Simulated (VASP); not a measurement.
# KBr (R-3m) in VASP: a series of runs, part 2 of 2

VASP 6.6.1.

**4. Single point, PBE**

File INCAR:

```
PREC = Accurate
ENCUT = 520
EDIFF = 1E-6
ISMEAR = 0
SIGMA = 0.05
LREAL = False
LASPH = True
NELM = 80
ALGO = Normal
ISIF = 2
LWAVE = False
LCHARG = False
GGA = PE
NBANDS = 15
```

File KPOINTS:

```
regular mesh
0
Gamma
  6 6 6
```

File POSCAR:

```
KBr
1.0
    4.0458463876     -0.0966584461     -0.0966584461
   -0.0966584461      4.0458463876     -0.0966584461
   -0.0966584461     -0.0966584461      4.0458463876
K Br
1 1
Direct
    0.0000000000      0.0000000000      0.0000000000
    0.5000000000      0.5000000000      0.5000000000
```

Potentials or basis: VASP PAW PBE potentials, release 64 (K_sv, Br).

On the command line:

```bash
> cat potpaw_PBE.64/K_sv/POTCAR potpaw_PBE.64/Br/POTCAR > POTCAR
> mpirun -np 1 vasp_std > vasp.out
```

OUTCAR:

```text
PREC = Accurate
   ENCUT = 520
   EDIFF = 1E-6
   ISMEAR = 0
   LREAL = False
   LASPH = True
   NELM = 80
   ISIF = 2
   GGA = PE

 ion  position               nearest neighbor table
   1  0.000  0.000  0.000-
   2  0.500  0.500  0.500-

  LATTYP: Found a trigonal (rhomboedric) cell.
 ALAT       =     4.0481549751
 COS(alpha) =    -0.0471569688

  Lattice vectors:

 A1 = (   4.0458463876,  -0.0966584461,  -0.0966584461)
 A2 = (  -0.0966584461,   4.0458463876,  -0.0966584461)
 A3 = (  -0.0966584461,  -0.0966584461,   4.0458463876)

Analysis of symmetry for initial positions (statically):
=====================================================================
 Subroutine PRICEL returns:
 Original cell was already a primitive cell.

 Routine SETGRP: Setting up the symmetry group for a
 trigonal (rhombohedral) supercell.

 Subroutine GETGRP returns: Found 12 space group operations
 (whereof 12 operations were pure point group operations)
 out of a pool of 12 trial point group operations.

The static configuration has the point symmetry D_3d.

Analysis of symmetry for dynamics (positions and initial velocities):
[... 167 lines left out ...]
  band No.  band energies     occupation
      1     -29.4176      2.00000
      2     -13.5428      2.00000
      3     -12.8454      2.00000
      4     -12.8454      2.00000
      5     -12.8436      2.00000
      6      -1.0883      2.00000
      7      -0.9963      2.00000
      8      -0.9963      2.00000
      9       3.0997      0.00000
     10       5.1065      0.00000
     11       5.1065      0.00000
     12       8.6671      0.00000
     13       8.9485      0.00000
     14       8.9485      0.00000
[... 401 lines left out ...]
      2     -13.4450      2.00000
      3     -12.9454      2.00000
      4     -12.8739      2.00000
      5     -12.7917      2.00000
      6      -2.2838      2.00000
      7      -1.9080      2.00000
      8      -1.2381      2.00000
      9       5.2510      0.00000
     10       6.4638      0.00000
     11       6.9875      0.00000
     12       7.5173      0.00000
     13       8.5324      0.00000
     14       9.0182      0.00000
     15      10.1987      0.00000

 [... further k-points ...]
[... 5 lines left out ...]
  --------------------------------------------------------------------------------------
  -------------------------------------------------------------------------------------
  Total        0.0375471      0.0375471      0.0375471      0.1175175      0.1175175      0.1175175
  in kB        0.9099441      0.9099441      0.9099441      2.8480070      2.8480070      2.8480070
  external PRESSURE =       0.9099441 kB  Pullay stress =       0.0000000 kB

 VOLUME and BASIS-vectors are now :
 -----------------------------------------------------------------------------
  energy-cutoff  :      520.00
  volume of cell :       66.11
      direct lattice vectors                 reciprocal lattice vectors
     4.045846388 -0.096658446 -0.096658446     0.247456466  0.006056627  0.006056627
    -0.096658446  4.045846388 -0.096658446     0.006056627  0.247456466  0.006056627
    -0.096658446 -0.096658446  4.045846388     0.006056627  0.006056627  0.247456466

 POSITION                                       TOTAL-FORCE (eV/Angst)
 -----------------------------------------------------------------------------------
      0.00000      0.00000      0.00000         0.000000     -0.000000      0.000000
      1.92626      1.92626      1.92626        -0.000000      0.000000     -0.000000
 -----------------------------------------------------------------------------------
    total drift:                                0.000000      0.000000     -0.000000

  FREE ENERGIE OF THE ION-ELECTRON SYSTEM (eV)
  ---------------------------------------------------
  free  energy   TOTEN  =        -6.0711111814 eV

  energy  without entropy=       -6.0711111814  energy(sigma->0) =       -6.07111118
```

OSZICAR:

```text
N       E                     dE             d eps       ncg     rms          rms(c)
DAV:   1     0.101149533981E+03    0.10115E+03   -0.70406E+03   960   0.951E+02
DAV:   2    -0.329550937311E+00   -0.10148E+03   -0.93988E+02  1234   0.233E+02
DAV:   3    -0.608884107869E+01   -0.57593E+01   -0.57325E+01  1354   0.493E+01
DAV:   4    -0.627436411178E+01   -0.18552E+00   -0.18550E+00  1408   0.786E+00
DAV:   5    -0.627562760509E+01   -0.12635E-02   -0.12635E-02  1380   0.745E-01    0.266E+00
DAV:   6    -0.609708019762E+01    0.17855E+00   -0.15866E-01  1177   0.223E+00    0.196E+00
DAV:   7    -0.606771166053E+01    0.29369E-01   -0.92109E-02  1261   0.191E+00    0.960E-01
DAV:   8    -0.607077434997E+01   -0.30627E-02   -0.13949E-02  1294   0.857E-01    0.120E-01
DAV:   9    -0.607094115128E+01   -0.16680E-03   -0.43922E-04  1296   0.163E-01    0.788E-02
DAV:  10    -0.607111031610E+01   -0.16916E-03   -0.21954E-04  1037   0.107E-01    0.143E-02
DAV:  11    -0.607111118141E+01   -0.86531E-06   -0.84069E-06  1304   0.206E-02
   1 F= -.60711112E+01 E0= -.60711112E+01  d E =-.605051E-22
```

It took 13 s on 1 thread of Intel Xeon Platinum 8488C (Sapphire Rapids), shared host; peak memory 0.17 GiB.

Results:

- Free energy: -6.0711 eV
- Pressure: 0.1 GPa
- Band gap on the k mesh: 3.88 eV, indirect (least direct gap 4.10 eV)

Stress tensor (GPa, compression positive):
```
0.09 0.28 0.28
0.28 0.09 0.28
0.28 0.28 0.09
```

Levels at points of the mesh, in eV from the valence-band top:
```tsv
k point	band 6	band 7	band 8	band 9	band 10	band 11
(0.00, 0.00, 0.00)	-0.31	-0.22	-0.22	3.88	5.88	5.88
(0.50, 0.00, 0.00)	-1.93	-0.31	-0.16	6.48	7.22	7.63
(0.50, 0.50, 0.00)	-1.41	-1.32	0.00	5.25	6.50	8.06
(0.50, 0.50, 0.50)	-1.42	-1.42	-1.39	7.22	7.22	7.89
```

**5. Single point, PBE**

File INCAR:

```
ALGO = Normal
EDIFF = 1E-7
ENCUT = 520
GGA = PE
ISIF = 2
ISMEAR = 0
LASPH = T
LCHARG = F
LREAL = F
LWAVE = F
NBANDS = 15
NELM = 80
PREC = Accurate
SIGMA = 0.05
```

File KPOINTS:

```
k-points
0
Gamma
  6 6 6
```

File POSCAR:

```
KBr
1.0
    4.0461832695      0.1050956693      0.1050956693
    0.1050956693      4.0461832695      0.1050956693
    0.1050956693      0.1050956693      4.0461832695
K Br
1 1
Direct
    0.0000000000      0.0000000000      0.0000000000
    0.5000000000      0.5000000000      0.5000000000
```

On the command line:

```bash
> cat potpaw_PBE.64/K_sv/POTCAR potpaw_PBE.64/Br/POTCAR > POTCAR
> mpirun -np 1 vasp_std > vasp.out
```

Run time: 16 s. Hardware: 1 thread of Intel Xeon Platinum 8488C (Sapphire Rapids), shared host; peak memory 0.17 GiB.

The run converged. Its results:

```yaml
Free_energy: -6.0751 eV
Pressure: 0.1 GPa
Band_gap_on_the_k_mesh: 3.88 eV, indirect (least direct gap 4.06 eV)
```

Stress tensor (GPa, compression positive):
```
 0.10 -0.07 -0.07
-0.07  0.10 -0.07
-0.07 -0.07  0.10
```

Levels at points of the mesh, in eV from the valence-band top:
| k point | band 5 | band 6 | band 7 | band 8 | band 9 | band 10 | band 11 | band 12 |
| --- | --- | --- | --- | --- | --- | --- | --- | --- |
| (0.00, 0.00, 0.00) | -12.06 | -0.29 | -0.29 | -0.17 | 3.88 | 5.89 | 5.89 | 9.47 |
| (0.50, 0.00, 0.00) | -11.84 | -1.92 | -0.31 | -0.16 | 6.49 | 7.23 | 7.63 | 8.92 |
| (0.50, 0.50, 0.00) | -12.03 | -1.41 | -1.32 | 0.00 | 5.25 | 6.51 | 8.09 | 8.10 |
| (0.50, 0.50, 0.50) | -12.14 | -1.44 | -1.38 | -1.38 | 7.03 | 7.66 | 7.66 | 9.05 |

 A k mesh can miss the band edges.

**6. Overview**

| cell | gap on the mesh (eV) | pressure (GPa) |
| --- | --- | --- |
| a = 4.075 Å, angles 82.7°, 2 atoms | 3.98 | 0.5 |
| a = 4.325 Å, angles 67.3°, 2 atoms | 4.37 | 2.2 |
| a = 4.048 Å, angles 92.7°, 2 atoms | 3.88 | 0.1 |
| a = 4.049 Å, angles 87.0°, 2 atoms | 3.88 | 0.1 |

Alike in all rows: task single point; level PBE; potentials or basis VASP PAW PBE potentials, release 64 (K_sv, Br); no spin polarisation; k mesh 6 × 6 × 6; cutoff (eV) 520; smearing gaussian 0.05 eV.

Total energies depend on the potentials used, so only differences within one code and one set of settings carry meaning.
